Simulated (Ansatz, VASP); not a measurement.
GaAs2 in VASP and in Ansatz

```
CELL_PARAMETERS angstrom
3.69691 0.00000 0.00000
-1.84845 3.20161 0.00000
0.00000 0.00000 10.84335
ATOMIC_POSITIONS crystal
Ga 0.33333 0.66667 0.25000
Ga 0.66667 0.33333 0.75000
As 0.33333 0.66667 0.57093
As 0.66667 0.33333 0.07093
As 0.33333 0.66667 0.92907
As 0.66667 0.33333 0.42907
```

Alike in both runs: functional PBE; k mesh 6 × 6 × 2; occupations gaussian, width 0.1 eV; no spin polarisation.

Ansatz relaxed the structure, and its values are those at the end. VASP's run is a single point on that final structure, the one shown.

```csv
,VASP,Ansatz
version,VASP 6.6.1,Ansatz 0.2.0
potentials or method,"VASP PAW PBE potentials, release 64 (Ga_d, As), cutoff 520 eV","scalar-relativistic, plane waves, PAW"
valence electrons in the cell,46,86
```

|  | VASP | Ansatz | Ansatz less VASP |
| --- | --- | --- | --- |
| gap on the k mesh at the Fermi level (eV) | none | none | - |
| pressure (GPa) | 0.4 | 0.2 | -0.16 |
| rms of the force components (eV/Å) | 0.004 | 0.015 | +0.0109 |

A gap of «none» marks a metal or a gap that the smearing closes. The functional is the same, so the differences come from potentials, cutoffs and numerics. VASP's potentials hold 46 valence electrons a cell and Ansatz's 86, so a difference there can come from the potentials and not from the codes.
